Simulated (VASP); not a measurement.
Runs of VASP 6.6.1 on BN. The structure is that of space group P3m1 (No. 156), or close to it. The cells are those of the table. 

```tsv
cell	gap on the mesh (eV)	largest force (eV/Å)
a = 2.480, b = 2.480, c = 26.000 Å, angles 90.0, 90.0, 120.0°, 2 atoms	(c)	4.11
a = 2.577, b = 2.577, c = 26.000 Å, angles 90.0, 90.0, 120.0°, 2 atoms	0.23	9.76
a = 2.416, b = 2.416, c = 26.000 Å, angles 90.0, 90.0, 120.0°, 2 atoms	(a)	(b)
a = 2.448, b = 2.448, c = 26.000 Å, angles 90.0, 90.0, 120.0°, 2 atoms	1.00	8.27
```

Alike in all rows: task single point; level PBE+D3(BJ); potentials or basis VASP PAW PBE potentials, release 64 (B, N); no spin polarisation; k mesh 12 × 12 × 1; cutoff (eV) 520; smearing gaussian 0.02 eV.

Fill in the values left out.

(a) none; (b) 7.16; (c) 3.61.

A k mesh can miss the band edges.
